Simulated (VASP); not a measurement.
CO4, 15 atoms in the cell. The cell holds a disordered packing, 15 atoms: a = 7.198 Å, b = 7.198 Å, c = 7.198 Å, α = 90.00°, β = 90.00°, γ = 90.00°. 

| Quantity | Value |
| --- | --- |
| Program | VASP 6.6.1 |
| Task | single point |
| Functional | PBE |
| Dispersion | D3(BJ) |
| Potentials or basis | VASP PAW PBE potentials, release 64 (O_h, C_h) |
| Cutoff | 1000 eV |
| k mesh | 1 × 1 × 1 |
| Occupations | fermi-dirac, width 0.02 eV |
| Spin | collinear spin |
| Starting moments | [1.0, 1.0, 1.0, 1.0, 1.0, 1.0, 0.0, 0.0, 0.0, 0.0, 0.0, 0.0, 0.0, 0.0, 0.0] μB |
| Dipole correction | no |
| Further INCAR settings | LREAL = Auto; ALGO = Normal; EDIFF = 1e-06; NBANDS = 59 |

Potentials or basis: VASP PAW PBE potentials, release 64 (O_h, C_h).

Run with:

```sh
$ cat potpaw_PBE.64/O_h/POTCAR potpaw_PBE.64/C_h/POTCAR > POTCAR
$ mpirun -np 1 vasp_gam > vasp.out
```

Hardware: 1 thread of Intel(R) Xeon(R) Platinum 8375C CPU @ 2.90GHz (Ice Lake), on a shared host.

**Question.** How long does it take, and how much memory?

**Answer.** Wall time 6.6 min on 1 thread of Intel(R) Xeon(R) Platinum 8375C CPU @ 2.90GHz (Ice Lake), with other jobs on the host, peak memory 1.3 GiB. Counts: scf iterations 19, k points 1.
